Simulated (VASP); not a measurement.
# SnTe (I4mm) in VASP: notebook

The runs below take SnTe through single point, with PBE.

All numbers are computed with VASP 6.6.1; they aren't measurements. Logs are shortened: lines on timing, memory, paths and dates and some standing lists are left out, and cuts for length are marked.

### 1 The cell of the first run

The structure is tetragonal, space group I4mm (No. 107). The conventional cell has a = 4.534 Å, b = 4.534 Å, c = 6.412 Å, α = 90.00°, β = 90.00°, γ = 90.00°. Sn (site symmetry 4mm) has 6 Te at 3.10 to 3.31 Å within 4.1 Å. Te (site symmetry 4mm) has 6 Sn at 3.10 to 3.31 Å within 4.1 Å.

### 2 Single point, PBE

INCAR reads:

```
SYSTEM = SnTe
PREC = Accurate
ENCUT = 520
EDIFF = 1E-6
ISMEAR = 0
SIGMA = 0.03
LREAL = .FALSE.
LASPH = .TRUE.
NELM = 80
ALGO = Normal
ISIF = 2
LWAVE = .FALSE.
LCHARG = .TRUE.
GGA = PE
LELF = .TRUE.
LVHAR = .TRUE.
NBANDS = 17
```

KPOINTS reads:

```
regular mesh
0
G
  10 10 10
  0 0 0
```

POSCAR reads:

```
SnTe
1.0
    0.0000000000      3.2061701262      3.2061701262
    3.2061701262      0.0000000000      3.2061701262
    3.2061701262      3.2061701262      0.0000000000
Sn Te
1 1
Direct
    0.0086084016     -0.0086084016     -0.0086084016
    0.4919913530      0.5080086470      0.5080086470
```

Potentials or basis: VASP PAW PBE potentials, release 64 (Sn_d, Te).

On the command line:

```bash
cat potpaw_PBE.64/Sn_d/POTCAR potpaw_PBE.64/Te/POTCAR > POTCAR
mpirun -np 1 vasp_std > vasp.out
```

OUTCAR:

```text
SYSTEM = SnTe
   PREC = Accurate
   ENCUT = 520
   EDIFF = 1E-6
   ISMEAR = 0
   LREAL = .FALSE.
   LASPH = .TRUE.
   NELM = 80
   ISIF = 2
   GGA = PE

 ion  position               nearest neighbor table
   1  0.009  0.991  0.991-   2 3.10   2 3.21   2 3.21   2 3.21   2 3.21   2 3.31
   2  0.492  0.508  0.508-   1 3.10   1 3.21   1 3.21   1 3.21   1 3.21   1 3.31

  LATTYP: Found a face centered cubic cell.
 ALAT       =     6.4123402524

  Lattice vectors:

 A1 = (   0.0000000000,   3.2061701262,   3.2061701262)
 A2 = (   3.2061701262,   0.0000000000,   3.2061701262)
 A3 = (   3.2061701262,   3.2061701262,   0.0000000000)

Analysis of symmetry for initial positions (statically):
=====================================================================
 Subroutine PRICEL returns:
 Original cell was already a primitive cell.

 Routine SETGRP: Setting up the symmetry group for a
 face centered cubic supercell.

 Subroutine GETGRP returns: Found  8 space group operations
 (whereof  8 operations were pure point group operations)
 out of a pool of 48 trial point group operations.

The static configuration has the point symmetry C_4v.

Analysis of symmetry for dynamics (positions and initial velocities):
=====================================================================
 Subroutine PRICEL returns:
 Original cell was already a primitive cell.

 Routine SETGRP: Setting up the symmetry group for a
 face centered cubic supercell.

 Subroutine GETGRP returns: Found  8 space group operations
 (whereof  8 operations were pure point group operations)
 out of a pool of 48 trial point group operations.

The dynamic configuration has the point symmetry C_4v.

 Subroutine INISYM returns: Found  8 space group operations
 (whereof  8 operations are pure point group operations),
 and found     1 'primitive' translations

----------------------------------------------------------------------------------------

                                     Primitive cell

  volume of cell :      65.9158

  direct lattice vectors                    reciprocal lattice vectors
     0.000000000  3.206170126  3.206170126    -0.155949304  0.155949304  0.155949304
     3.206170126  0.000000000  3.206170126     0.155949304 -0.155949304  0.155949304
     3.206170126  3.206170126  0.000000000     0.155949304  0.155949304 -0.155949304

  length of vectors
     4.534209276  4.534209276  4.534209276     0.270112118  0.270112118  0.270112118

  position of ions in fractional coordinates (direct lattice)
     0.008608402  0.991391598  0.991391598
     0.491991353  0.508008647  0.508008647

  ion indices of the primitive-cell ions
   primitive index   ion index
                 1           1
                 2           2

----------------------------------------------------------------------------------------

 KPOINTS: regular mesh

Automatic generation of k-mesh.
 Grid dimensions read from file:
 generate k-points for:   10   10   10

 Generating k-lattice:

  Cartesian coordinates                     Fractional coordinates (reciprocal lattice)
    -0.015594930  0.015594930  0.015594930     0.100000000  0.000000000  0.000000000
     0.015594930 -0.015594930  0.015594930     0.000000000  0.100000000  0.000000000
     0.015594930  0.015594930 -0.015594930     0.000000000  0.000000000  0.100000000

  Length of vectors
     0.027011212  0.027011212  0.027011212

  Shift w.r.t. Gamma in fractional coordinates (k-lattice)
     0.000000000  0.000000000  0.000000000

 Subroutine IBZKPT returns following result:
 ===========================================

 Found    102 irreducible k-points:

 Following reciprocal coordinates:
            Coordinates               Weight
  0.000000  0.000000  0.000000      1.000000
  0.100000  0.000000  0.000000      8.000000
  0.200000  0.000000  0.000000      8.000000
  0.300000  0.000000  0.000000      8.000000
  0.400000  0.000000  0.000000      8.000000
  0.500000  0.000000  0.000000      4.000000
[... 16 lines left out ...]
 -0.100000  0.100000  0.000000      8.000000
  0.000000 -0.100000  0.100000      4.000000
 [... further k-points ...]
   k-points           NKPTS =    102   k-points in BZ     NKDIM =    102   number of bands    NBANDS=     17
   number of dos      NEDOS =    301   number of ions     NIONS =      2
   total plane-waves  NPLWV =  46656
   dimension x,y,z NGX =    36 NGY =   36 NGZ =   36
   dimension x,y,z NGXF=    72 NGYF=   72 NGZF=   72
   ions per type =               1   1
   NGX,Y,Z   is equivalent  to a cutoff of  13.20, 13.20, 13.20 a.u.
   NGXF,Y,Z  is equivalent  to a cutoff of  26.40, 26.40, 26.40 a.u.
 SYSTEM =  SnTe
   PREC   = accura    normal or accurate (medium, high low for compatibility)
   ISTART =      0    job   : 0-new  1-cont  2-samecut
   ICHARG =      2    charge: 1-file 2-atom 10-const
   ISPIN  =      1    spin polarized calculation?
   LNONCOLLINEAR =      F non collinear calculations
   LSORBIT =      F    spin-orbit coupling
   LASPH  =      T    aspherical Exc in radial PAW
   ENCUT  =  520.0 eV  38.22 Ry    6.18 a.u.   8.43  8.43  8.43*2*pi/ulx,y,z
   NELM   =     80;   NELMIN=  2; NELMDL= -5     # of ELM steps
   EDIFF  = 0.1E-05   stopping-criterion for ELM
   LREAL  =      F    real-space projection
   EDIFFG = 0.1E-04   stopping-criterion for IOM
   NSW    =      0    number of steps for IOM
   IBRION =     -1    ionic relax: 0-MD 1-quasi-New 2-CG
   NFREE  =      0    steps in history (QN), initial steepest desc. (CG)
   ISIF   =      2    stress and relaxation
   ISYM   =      2    0-nonsym 1-usesym 2-fastsym
   POTIM  = 0.5000    time-step for ionic-motion
   TEBEG  =    0.0;   TEEND  =   0.0 temperature during run
   PSTRESS=    0.0 pullay stress
   NELECT =      20.0000    total number of electrons
   NUPDOWN=      -1.0000    fix difference up-down
   EMIN   =  10.00;   EMAX   =-10.00  energy-range for DOS
   EFERMI =   0.00;   METHOD = LEGACY
   ISMEAR =     0;   SIGMA  =   0.03  broadening in eV -4-tet -1-fermi 0-gaus
   EFERMI_NEDOS =   21; number of points for ismear=-14 and -15
   IALGO  =     38    algorithm
   IMIX   =      4    mixing-type and parameters
     AMIX     =   0.40;   BMIX     =  1.00
     AMIX_MAG =   1.60;   BMIX_MAG =  1.00
  volume/ion in A,a.u.               =      32.96       222.41
  Fermi-wavevector in a.u.,A,eV,Ry     =   1.100073  2.078837 16.465242  1.210161
  Thomas-Fermi vector in A             =   2.236478
   LORBIT       =      0    0 simple, 1 ext, 2 COOP (PROOUT), +10 PAW based schemes
   GGA     = PE    functional components
   LHFCALC =     F    Hartree Fock is set to
   AEXX    =    0.0000 exact exchange contribution
   IVDW    =     0    specifies the selected vdW correction
   LEPSILON=     F    determine dielectric tensor
   LRPA    =     F    only Hartree local field effects (RPA)
 non-spin polarized calculation
 Gauss-broadening in eV      SIGMA  =   0.03
  energy-cutoff  :      520.00
  volume of cell :       65.92
 maximum number of plane-waves:      1807
 NGX is ok and might be reduce to    36
   NGX = 17   NGY = 17   NGZ = 17

 number of electron      19.9999998 magnetization

 Free energy of the ion-electron system (eV)
  ---------------------------------------------------
  ext. energy  EPLUGINS =         0.00000000
  ---------------------------------------------------
  free energy    TOTEN  =        -7.56604829 eV

  energy without entropy =       -7.56604829  energy(sigma->0) =       -7.56604829

 E-fermi :   6.3332     XC(G=0):  -9.2586

 val. band max:        6.2020125867   @ k =   0.5000   0.0000   0.0000
 cond. band min:       6.4750282460   @ k =   0.5000   0.0000   0.0000
 fundamental gap:      0.2730156593
 Fermi energy:         6.3331668630

 k-point     1 :       0.0000    0.0000    0.0000
  band No.  band energies     occupation
      1     -15.5571      2.00000
      2     -15.5547      2.00000
      3     -15.5542      2.00000
      4     -15.5516      2.00000
      5     -15.5516      2.00000
      6      -6.1199      2.00000
[... 9 lines left out ...]
     16      11.2297      0.00000
     17      13.1467      0.00000

 k-point     2 :       0.1000    0.0000    0.0000
  band No.  band energies     occupation
      1     -15.5573      2.00000
      2     -15.5551      2.00000
      3     -15.5538      2.00000
      4     -15.5513      2.00000
      5     -15.5512      2.00000
      6      -6.0420      2.00000
[... 9 lines left out ...]
     16      11.3946      0.00000
     17      13.7645      0.00000

 k-point     3 :       0.2000    0.0000    0.0000
  band No.  band energies     occupation
      1     -15.5582      2.00000
      2     -15.5562      2.00000
      3     -15.5528      2.00000
      4     -15.5504      2.00000
      5     -15.5499      2.00000
      6      -5.8181      2.00000
[... 9 lines left out ...]
     16      11.9262      0.00000
     17      15.1260      0.00000

 k-point     4 :       0.3000    0.0000    0.0000
  band No.  band energies     occupation
      1     -15.5594      2.00000
      2     -15.5576      2.00000
      3     -15.5520      2.00000
      4     -15.5490      2.00000
      5     -15.5481      2.00000
      6      -5.4846      2.00000
[... 9 lines left out ...]
     16      12.7998      0.00000
     17      16.7856      0.00000
[... 343 lines left out ...]
      1     -15.5593      2.00000
      2     -15.5564      2.00000
      3     -15.5513      2.00000
      4     -15.5502      2.00000
      5     -15.5495      2.00000
      6      -5.6546      2.00000
[... 9 lines left out ...]
     16      13.1838      0.00000
     17      14.4336      0.00000

 k-point    23 :      -0.1000    0.1000    0.0000
  band No.  band energies     occupation
      1     -15.5576      2.00000
      2     -15.5557      2.00000
      3     -15.5537      2.00000
      4     -15.5510      2.00000
      5     -15.5500      2.00000
      6      -5.9154      2.00000
[... 9 lines left out ...]
     16      12.1557      0.00000
     17      13.5982      0.00000

 k-point    24 :       0.0000   -0.1000    0.1000
  band No.  band energies     occupation
      1     -15.5582      2.00000
      2     -15.5554      2.00000
      3     -15.5523      2.00000
      4     -15.5514      2.00000
      5     -15.5507      2.00000
      6      -5.9158      2.00000
[... 9 lines left out ...]
     16      12.1673      0.00000
     17      13.6100      0.00000

 [... further k-points ...]

------------------------ aborting loop because EDIFF is reached ----------------------------------------

  FORCE on cell =-STRESS in cart. coord.  units (eV):
  Direction    XX          YY          ZZ          XY          YZ          ZX
  --------------------------------------------------------------------------------------
  -------------------------------------------------------------------------------------
  Total        0.0844563     -0.0296175     -0.0296175     -0.0000000      0.0000000      0.0000000
  in kB        2.0528292     -0.7198944     -0.7198944     -0.0000000      0.0000000      0.0000000
  external PRESSURE =       0.2043468 kB  Pullay stress =       0.0000000 kB

 VOLUME and BASIS-vectors are now :
 -----------------------------------------------------------------------------
  energy-cutoff  :      520.00
  volume of cell :       65.92
      direct lattice vectors                 reciprocal lattice vectors
     0.000000000  3.206170126  3.206170126    -0.155949304  0.155949304  0.155949304
     3.206170126  0.000000000  3.206170126     0.155949304 -0.155949304  0.155949304
     3.206170126  3.206170126  0.000000000     0.155949304  0.155949304 -0.155949304

 POSITION                                       TOTAL-FORCE (eV/Angst)
 -----------------------------------------------------------------------------------
      6.35714      3.20617      3.20617        -0.003434      0.000000      0.000000
      3.25752      3.20617      3.20617         0.003434      0.000000      0.000000
 -----------------------------------------------------------------------------------
    total drift:                               -0.000109     -0.000001     -0.000001

  FREE ENERGIE OF THE ION-ELECTRON SYSTEM (eV)
  ---------------------------------------------------
  free  energy   TOTEN  =        -7.5660482918 eV

  energy  without entropy=       -7.5660482918  energy(sigma->0) =       -7.56604829
```

Wall time 64 s (1 thread of AMD EPYC 9R45 (Zen 5), shared host); peak memory 0.25 GiB.

Results:

| Property | Result |
| --- | --- |
| Free energy | -7.5660 eV |
| Pressure | 0.0 GPa |
| Largest force | 0.003 eV/Å |
| Band gap on the k mesh | 0.27 eV |

Forces in eV/Å, atoms in the order of the input:
```
Sn  -0.003  0.000  0.000
Te   0.003  0.000  0.000
```

Levels at points of the mesh, in eV from the valence-band top:
```
           k point  band 6  band 7  band 8  band 9  band 10  band 11  band 12  band 13  band 14  band 15
(0.00, 0.00, 0.00)  -12.32   -4.75   -1.91   -1.88    -1.88     3.28     3.28     3.38     4.97     5.03
(0.50, 0.00, 0.00)  -11.17   -7.94   -1.62   -1.57     0.00     0.27     0.57     0.63     7.74     8.73
(0.50, 0.50, 0.00)  -10.92   -6.31   -5.10   -3.38    -3.37     2.43     4.82     4.85     6.12     8.98
(0.00, 0.50, 0.50)  -10.91   -6.41   -5.00   -3.38    -3.38     2.50     4.80     4.80     6.15     8.99
```

Caveat: semilocal functionals underestimate gaps, and a narrow one can read as zero; spin-orbit coupling is left out, which moves the levels of the heavy elements. A k mesh can miss the band edges.

### 3 Single point, PBE

INCAR reads:

```
PREC     = Accurate       # precision mode
ENCUT    = 520            # plane-wave cutoff, eV
EDIFF    = 1E-7           # SCF threshold, eV
ISMEAR   = 0              # smearing method
SIGMA    = 0.03           # smearing width, eV
LREAL    = False          # projectors in reciprocal space
LASPH    = True           # aspherical terms in the spheres
NELM     = 60             # most SCF steps
ALGO     = Normal         # electronic algorithm
ISIF     = 2              # what is computed and relaxed
LWAVE    = False          # write WAVECAR
LCHARG   = False          # write CHGCAR
GGA      = PE             # functional
NBANDS   = 17             # bands
```

KPOINTS reads:

```
Automatic mesh
0
Gamma
  10 10 10
```

POSCAR reads:

```
SnTe
1.0
    0.0000000000      3.2061701262      3.2061701262
    3.2061701262      0.0000000000      3.2061701262
    3.2061701262      3.2061701262      0.0000000000
Sn Te
1 1
Direct
    0.0028694672     -0.0028694672     -0.0028694672
    0.4973304510      0.5026695490      0.5026695490
```

Potentials or basis: VASP PAW PBE potentials, release 64 (Sn_d, Te).

On the command line:

```bash
cat potpaw_PBE.64/Sn_d/POTCAR potpaw_PBE.64/Te/POTCAR > POTCAR
mpirun -np 1 vasp_std > vasp.out
```

OUTCAR:

```text
PREC = Accurate
   ENCUT = 520
   EDIFF = 1E-7
   ISMEAR = 0
   LREAL = False
   LASPH = True
   NELM = 60
   ISIF = 2
   GGA = PE

 ion  position               nearest neighbor table
   1  0.003  0.997  0.997-   2 3.17   2 3.21   2 3.21   2 3.21   2 3.21   2 3.24
   2  0.497  0.503  0.503-   1 3.17   1 3.21   1 3.21   1 3.21   1 3.21   1 3.24

  LATTYP: Found a face centered cubic cell.
 ALAT       =     6.4123402524

  Lattice vectors:

 A1 = (   0.0000000000,   3.2061701262,   3.2061701262)
 A2 = (   3.2061701262,   0.0000000000,   3.2061701262)
 A3 = (   3.2061701262,   3.2061701262,   0.0000000000)

Analysis of symmetry for initial positions (statically):
=====================================================================
 Subroutine PRICEL returns:
 Original cell was already a primitive cell.

 Routine SETGRP: Setting up the symmetry group for a
 face centered cubic supercell.

 Subroutine GETGRP returns: Found  8 space group operations
 (whereof  8 operations were pure point group operations)
 out of a pool of 48 trial point group operations.

The static configuration has the point symmetry C_4v.

[... 160 lines left out ...]

 E-fermi :   6.3375     XC(G=0):  -9.2606

 val. band max:        6.2859920787   @ k =   0.5000   0.0000   0.0000
 cond. band min:       6.3889450700   @ k =   0.5000   0.0000   0.0000
 fundamental gap:      0.1029529913
 Fermi energy:         6.3374685780

 k-point     1 :       0.0000    0.0000    0.0000
  band No.  band energies     occupation
      1     -15.5675      2.00000
      2     -15.5672      2.00000
      3     -15.5645      2.00000
      4     -15.5643      2.00000
      5     -15.5642      2.00000
      6      -6.1089      2.00000
[... 457 lines left out ...]
      4     -15.5634      2.00000
      5     -15.5628      2.00000
      6      -5.9043      2.00000
[... 9 lines left out ...]
     16      12.1620      0.00000
     17      13.5948      0.00000

 [... further k-points ...]

------------------------ aborting loop because EDIFF is reached ----------------------------------------

  FORCE on cell =-STRESS in cart. coord.  units (eV):
  Direction    XX          YY          ZZ          XY          YZ          ZX
  --------------------------------------------------------------------------------------
  -------------------------------------------------------------------------------------
  Total       -0.0126137     -0.0243688     -0.0243688     -0.0000000      0.0000000      0.0000000
  in kB       -0.3065930     -0.5923169     -0.5923169     -0.0000000      0.0000000      0.0000000
  external PRESSURE =      -0.4970756 kB  Pullay stress =       0.0000000 kB

 VOLUME and BASIS-vectors are now :
 -----------------------------------------------------------------------------
  energy-cutoff  :      520.00
  volume of cell :       65.92
      direct lattice vectors                 reciprocal lattice vectors
     0.000000000  3.206170126  3.206170126    -0.155949304  0.155949304  0.155949304
     3.206170126  0.000000000  3.206170126     0.155949304 -0.155949304  0.155949304
     3.206170126  3.206170126  0.000000000     0.155949304  0.155949304 -0.155949304

 POSITION                                       TOTAL-FORCE (eV/Angst)
 -----------------------------------------------------------------------------------
      6.39394      3.20617      3.20617        -0.012640      0.000000      0.000000
      3.22329      3.20617      3.20617         0.012640      0.000000      0.000000
 -----------------------------------------------------------------------------------
    total drift:                                0.000569      0.000001      0.000001

  FREE ENERGIE OF THE ION-ELECTRON SYSTEM (eV)
  ---------------------------------------------------
  free  energy   TOTEN  =        -7.5652231929 eV

  energy  without entropy=       -7.5652160650  energy(sigma->0) =       -7.56521963
```

stdout:

```text
POSCAR found type information on POSCAR SnTe
 POSCAR found :  2 types and       2 ions
 scaLAPACK will be used
 LDA part: xc-table for (Slater+PW92), standard interpolation
 POSCAR, INCAR and KPOINTS ok, starting setup
 FFT: planning ... GRIDC
 FFT: planning ... GRID_SOFT
 FFT: planning ... GRID
 WAVECAR not read
 entering main loop
```

Wall time 73 s (1 thread of AMD EPYC 9R45 (Zen 5), shared host); peak memory 0.25 GiB.

Results:

```
Free energy            : -7.5652 eV
Pressure               : 0.0 GPa
Largest force          : 0.013 eV/Å
Band gap on the k mesh : 0.10 eV
```

Forces in eV/Å, atoms in the order of the input:
```
Sn  -0.013  0.000  0.000
Te   0.013  0.000  0.000
```

Caveat: semilocal functionals underestimate gaps, and a narrow one can read as zero; spin-orbit coupling is left out, which moves the levels of the heavy elements.

(Part 1 of 2 ends here.)
